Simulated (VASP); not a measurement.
Bi, 1 atom in the cell. It takes space group Im-3m (No. 229, cubic). Conventional cell: a = 3.963 Å, b = 3.963 Å, c = 3.963 Å, α = 90.00°, β = 90.00°, γ = 90.00°. Within 4.5 Å of Bi (site symmetry m-3m) lie 14 Bi at 3.43 to 3.96 Å. 

- Program: VASP 6.6.1
- Task: single point
- Functional: PBE
- Potentials or basis: VASP PAW PBE potentials, release 64 (Bi_d)
- Cutoff: 520 eV
- k mesh: 9 × 9 × 9
- Occupations: gaussian, width 0.022 eV
- Spin: no spin polarisation
- Dipole correction: no
- Further INCAR settings: ALGO = Fast; EDIFF = 1e-06; NBANDS = 14

Potentials or basis: VASP PAW PBE potentials, release 64 (Bi_d).

Launch:

```bash
$ cat potpaw_PBE.64/Bi_d/POTCAR > POTCAR
$ mpirun -np 1 vasp_std > vasp.out
```

Hardware: 1 thread of AMD EPYC 7R43 64-Core Processor (Zen 3) (shared host).

Question: How long does it take, and how much memory?

Answer: Run time: 16 s on 1 thread of AMD EPYC 7R43 64-Core Processor (Zen 3), with other jobs on the host, peak memory 0.12 GiB. Counts: scf iterations 12, k points 35.
